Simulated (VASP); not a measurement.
# Si3N4 (P6_3/m) in VASP: settings compared, part 2 of 2

VASP 6.6.1. The steps go on from the part before.

### Step 3. Electric field gradients, r2SCAN

Input file POSCAR:

```
Si3N4
1.0
    7.6093000000      0.0000000000      0.0000000000
   -3.8046500000      6.5898471050      0.0000000000
    0.0000000000      0.0000000000      2.9079000000
Si N
6 8
Direct
    0.1739076037      0.7677713740      0.2500000000
    0.4061362297      0.1739076037      0.7500000000
    0.2322286260      0.4061362297      0.2500000000
    0.8260923963      0.2322286260      0.7500000000
    0.5938637703      0.8260923963      0.2500000000
    0.7677713740      0.5938637703      0.7500000000
    0.3333333333      0.6666666667      0.2500000000
    0.6666666667      0.3333333333      0.7500000000
    0.3297847804      0.0297818406      0.2500000000
    0.3000029399      0.3297847804      0.7500000000
    0.9702181594      0.3000029399      0.2500000000
    0.6702152196      0.9702181594      0.7500000000
    0.6999970601      0.6702152196      0.2500000000
    0.0297818406      0.6999970601      0.7500000000
```

Input file INCAR.step1:

```
SYSTEM = Si3N4
PREC = Accurate
ENCUT = 520
ISMEAR = -1
SIGMA = 0.02
LREAL = .FALSE.
LASPH = .TRUE.
NELM = 80
NBANDS = 45
GGA = PE
ALGO = Normal
EDIFF = 1E-4
LWAVE = .TRUE.
LCHARG = .FALSE.
```

Input file INCAR.step2:

```
SYSTEM = Si3N4
PREC = Accurate
ENCUT = 520
EDIFF = 1E-8
ISMEAR = -1
SIGMA = 0.02
LREAL = .FALSE.
LASPH = .TRUE.
NELM = 80
ALGO = Normal
ISIF = 2
LWAVE = .FALSE.
LCHARG = .FALSE.
METAGGA = R2SCAN
LMIXTAU = .TRUE.
LEFG = .TRUE.
NBANDS = 45
ISTART = 1
```

Input file KPOINTS:

```
regular mesh
0
G
  4 4 10
  0 0 0
```

Potentials or basis: VASP PAW PBE potentials, release 64 (Si, N).

Started as:

```sh
cat potpaw_PBE.64/Si/POTCAR potpaw_PBE.64/N/POTCAR > POTCAR
cp INCAR.step1 INCAR
mpirun -np 1 vasp_std > vasp.out
cp INCAR.step2 INCAR
mpirun -np 1 vasp_std > vasp.out
```

OUTCAR:

```text
SYSTEM = Si3N4
   PREC = Accurate
   ENCUT = 520
   EDIFF = 1E-8
   ISMEAR = -1
   LREAL = .FALSE.
   LASPH = .TRUE.
   NELM = 80
   ISIF = 2
   METAGGA = R2SCAN
   ISTART = 1

 ion  position               nearest neighbor table
   1  0.174  0.768  0.250-   7 1.73   9 1.74  14 1.74  14 1.74   3 3.00   5 3.00   2 3.05   2 3.05
                             6 3.05   6 3.05
   2  0.406  0.174  0.750-   8 1.73  10 1.74   9 1.74   9 1.74   6 3.00   4 3.00   1 3.05   1 3.05
                             3 3.05   3 3.05
   3  0.232  0.406  0.250-   7 1.73  11 1.74  10 1.74  10 1.74   5 3.00   1 3.00   2 3.05   2 3.05
                             4 3.05   4 3.05
   4  0.826  0.232  0.750-   8 1.73  12 1.74  11 1.74  11 1.74   6 3.00   2 3.00   5 3.05   5 3.05
                             3 3.05   3 3.05
   5  0.594  0.826  0.250-   7 1.73  13 1.74  12 1.74  12 1.74   3 3.00   1 3.00   4 3.05   4 3.05
                             6 3.05   6 3.05
   6  0.768  0.594  0.750-   8 1.73  14 1.74  13 1.74  13 1.74   2 3.00   4 3.00   5 3.05   5 3.05
                             1 3.05   1 3.05
   7  0.333  0.667  0.250-   1 1.73   5 1.73   3 1.73
   8  0.667  0.333  0.750-   4 1.73   2 1.73   6 1.73
   9  0.330  0.030  0.250-   1 1.74   2 1.74   2 1.74
  10  0.300  0.330  0.750-   2 1.74   3 1.74   3 1.74
  11  0.970  0.300  0.250-   3 1.74   4 1.74   4 1.74
  12  0.670  0.970  0.750-   4 1.74   5 1.74   5 1.74
  13  0.700  0.670  0.250-   5 1.74   6 1.74   6 1.74
  14  0.030  0.700  0.750-   6 1.74   1 1.74   1 1.74

  LATTYP: Found a hexagonal cell.
 ALAT       =     7.6093000000
 C/A-ratio  =     0.3821507892

  Lattice vectors:

 A1 = (   7.6093000000,   0.0000000000,   0.0000000000)
 A2 = (  -3.8046500000,   6.5898471050,   0.0000000000)
 A3 = (   0.0000000000,   0.0000000000,   2.9079000000)

Analysis of symmetry for initial positions (statically):
=====================================================================
 Subroutine PRICEL returns:
 Original cell was already a primitive cell.

 Routine SETGRP: Setting up the symmetry group for a
 hexagonal supercell.

[... 1362 lines left out ...]
 -----------------------------------------------------------------------------------
    total drift:                                0.000000      0.000000     -0.000000

  FREE ENERGIE OF THE ION-ELECTRON SYSTEM (eV)
  ---------------------------------------------------
  free  energy   TOTEN  =      -144.1625751684 eV

  energy  without entropy=     -144.1625751684  energy(sigma->0) =     -144.16257517

 Electric field gradients (V/A^2)
---------------------------------------------------------------------
 ion       V_xx      V_yy      V_zz      V_xy      V_xz      V_yz
---------------------------------------------------------------------
   1      -3.569     7.648    -4.078     5.194     0.000     0.000
   2       0.345     3.733    -4.079    -7.454     0.000     0.000
   3       9.342    -5.263    -4.079     2.260    -0.000     0.000
   4      -3.569     7.648    -4.078     5.194     0.000    -0.000
   5       0.345     3.733    -4.079    -7.454     0.000     0.000
   6       9.342    -5.263    -4.079     2.260    -0.000    -0.000
   7      23.314    23.314   -46.628     0.000     0.000    -0.000
   8      23.314    23.314   -46.628     0.000     0.000     0.000
   9     -46.234    20.635    25.600     2.546    -0.000     0.000
  10       1.712   -27.311    25.599   -30.229     0.000    -0.000
  11       6.124   -31.723    25.599    27.682    -0.000     0.000
  12     -46.234    20.635    25.600     2.546     0.000     0.000
  13       1.712   -27.311    25.599   -30.229     0.000     0.000
  14       6.124   -31.723    25.599    27.682     0.000    -0.000
---------------------------------------------------------------------

 Electric field gradients after diagonalization (V/A^2)
 (convention: |V_zz| > |V_xx| > |V_yy|)
----------------------------------------------------------------------
 ion       V_xx      V_yy      V_zz     asymmetry (V_yy - V_xx)/ V_zz
----------------------------------------------------------------------
   1      -5.605    -4.078     9.683       0.158
   2      -5.605    -4.079     9.684       0.158
   3      -5.605    -4.079     9.684       0.158
   4      -5.605    -4.078     9.683       0.158
   5      -5.605    -4.079     9.684       0.158
   6      -5.605    -4.079     9.684       0.158
   7      23.314    23.313   -46.628       0.000
   8      23.314    23.313   -46.628       0.000
   9      25.600    20.732   -46.331       0.105
  10      25.599    20.732   -46.331       0.105
  11      25.599    20.732   -46.331       0.105
  12      25.600    20.732   -46.331       0.105
  13      25.599    20.732   -46.331       0.105
  14      25.599    20.732   -46.331       0.105
----------------------------------------------------------------------

           NMR quadrupolar parameters

 Cq : quadrupolar parameter    Cq=e*Q*V_zz/h
 eta: asymmetry parameters     (V_yy - V_xx)/ V_zz
 Q  : nuclear electric quadrupole moment in mb (millibarn)
----------------------------------------------------------------------
 ion       Cq(MHz)       eta       Q (mb)
----------------------------------------------------------------------
   1       0.023       0.158       1.000
   2       0.023       0.158       1.000
   3       0.023       0.158       1.000
   4       0.023       0.158       1.000
   5       0.023       0.158       1.000
   6       0.023       0.158       1.000
   7      -0.113       0.000       1.000
   8      -0.113       0.000       1.000
   9      -0.112       0.105       1.000
  10      -0.112       0.105       1.000
  11      -0.112       0.105       1.000
  12      -0.112       0.105       1.000
  13      -0.112       0.105       1.000
  14      -0.112       0.105       1.000
----------------------------------------------------------------------
```

OUTCAR.step1:

```text
SYSTEM = Si3N4
   PREC = Accurate
   ENCUT = 520
   ISMEAR = -1
   LREAL = .FALSE.
   LASPH = .TRUE.
[... 1403 lines left out ...]
      1.40853      6.39359      2.18093         0.005487      0.004598      0.000000
      2.77655      4.41662      0.72698        -0.001238      0.007051     -0.000000
     -2.43662      4.61287      2.18093        -0.006726      0.002453     -0.000000
 -----------------------------------------------------------------------------------
    total drift:                                0.000000      0.000000     -0.000000

  FREE ENERGIE OF THE ION-ELECTRON SYSTEM (eV)
  ---------------------------------------------------
  free  energy   TOTEN  =      -114.5009503460 eV

  energy  without entropy=     -114.5009503460  energy(sigma->0) =     -114.50095035
```

Run time: 5.7 min. Hardware: 1 thread of Intel Xeon Platinum 8488C (Sapphire Rapids), shared host; peak memory 0.36 GiB.

Results:

```
Free energy                             : -144.1626 eV
Pressure                                : -0.8 GPa
Largest force                           : 0.051 eV/Å
Band gap on the k mesh                  : 4.98 eV (least direct gap 5.18 eV)
Largest electric field gradient by atom : Si +9.7; N -46.6, -46.3 (each value once) V/Å²
```

Forces in eV/Å, atoms in the order of the input:
```
Si   0.024  0.045  0.000
Si  -0.027  0.043  0.000
Si  -0.051 -0.002  0.000
Si  -0.024 -0.045  0.000
Si   0.027 -0.043  0.000
Si   0.051  0.002  0.000
N    0.000  0.000  0.000
N    0.000  0.000  0.000
N    0.004  0.034  0.000
N   -0.028  0.020  0.000
N   -0.032 -0.014  0.000
N   -0.004 -0.034  0.000
N    0.028 -0.020  0.000
N    0.032  0.014  0.000
```

Electric field gradients, principal values (V/Å²):
```tsv
atom	least	middle	greatest (by size)
1 Si	-4.078	-5.605	9.683
2 Si	-4.079	-5.605	9.684
3 Si	-4.079	-5.605	9.684
4 Si	-4.078	-5.605	9.683
5 Si	-4.079	-5.605	9.684
6 Si	-4.079	-5.605	9.684
7 N	23.313	23.314	-46.628
8 N	23.313	23.314	-46.628
9 N	20.732	25.600	-46.331
10 N	20.732	25.599	-46.331
11 N	20.732	25.599	-46.331
12 N	20.732	25.600	-46.331
13 N	20.732	25.599	-46.331
14 N	20.732	25.599	-46.331
```

Caveat: without QUAD_EFG the Cq values of the log hold for a quadrupole moment of 1 mb, not for the nuclei; the PAW data sets were made with another functional, which shifts forces and pressure a little.
